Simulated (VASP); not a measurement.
A run of VASP 6.6.1:

The input INCAR:

```
  PREC = Accurate
  ENCUT = 520
  EDIFF = 1E-7
  ISMEAR = 0
  SIGMA = 0.05
  LREAL = F
  LASPH = T
  NELM = 80
  ALGO = Normal
  ISIF = 2
  LWAVE = F
  LCHARG = F
  GGA = PE
  NBANDS = 16
```

KPOINTS

```
regular mesh
0
Gamma
  12 12 6
```

Contents of POSCAR:

```
SiC
1.0
    3.0917664073      0.0000000000      0.0000000000
   -1.5458832036      2.6775482513      0.0000000000
    0.0000000000      0.0000000000      5.0740211774
Si C
2 2
Direct
    0.3333333333      0.6666666667      0.0045635313
    0.6666666667      0.3333333333      0.5045635313
    0.3333333333      0.6666666667      0.3804364687
    0.6666666667      0.3333333333      0.8804364687
```

Potentials or basis: VASP PAW PBE potentials, release 64 (Si, C).

The run is started by

```console
$ cat potpaw_PBE.64/Si/POTCAR potpaw_PBE.64/C/POTCAR > POTCAR
$ mpirun -np 1 vasp_std > vasp.out
```

Hardware: 1 thread of Intel(R) Xeon(R) Platinum 8559C (Emerald Rapids), on a shared host.

Problem. Estimate the wall time of this run.

Solution. It took 21 s on 1 thread of Intel(R) Xeon(R) Platinum 8559C (Emerald Rapids), on a shared host, peak memory 0.18 GiB. Counts: scf iterations 14, k points 76.
